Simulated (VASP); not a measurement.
Here is a VASP 6.6.1 calculation.

The input INCAR:

```
SYSTEM = As
ALGO = Normal
EDIFF = 1E-7
ENCUT = 520
GGA = PE
ISIF = 2
ISMEAR = 0
LASPH = .True.
LCHARG = .False.
LREAL = .False.
LWAVE = .False.
NBANDS = 24
NELM = 100
PREC = Accurate
SIGMA = 0.1
```

File KPOINTS:

```
k-points
0
Gamma
  4 4 6
  0 0 0
```

Contents of POSCAR:

```
As
1.0
    2.5585529300     -5.4568626800      0.0000000000
    2.5585529300      5.4568626800      0.0000000000
    0.0000000000      0.0000000000      3.6365348500
As
6
Direct
    0.1019200500      0.3216338200      0.5000000000
    0.8980799500      0.6783661800      0.5000000000
    0.3216338200      0.1019200500      0.5000000000
    0.6783661800      0.8980799500      0.5000000000
    0.0000000000      0.5000000000      0.0000000000
    0.5000000000      0.0000000000      0.0000000000
```

Potentials or basis: VASP PAW PBE potentials, release 64 (As).

The run is started by

```sh
$ cat potpaw_PBE.64/As/POTCAR > POTCAR
$ mpirun -np 1 vasp_std > vasp.out
```

Q: What does it give for the pressure?

A: 47.4 GPa.

Q: What does it give for the band gap on the k mesh?

A: Zero (bands 15 and 16 overlap by 1.47 eV).

Q: What does it give for the largest force?

A: 4.382 eV/Å.

Stress tensor (GPa, compression positive):
```
46.52  0.00  0.00
 0.00 51.09  0.00
 0.00  0.00 44.58
```

Caveat: the stress differs along the axes, from 45 to 51 GPa; forces of over 1 eV/Å act on the atoms, so gaps and moduli don't describe the material at rest.
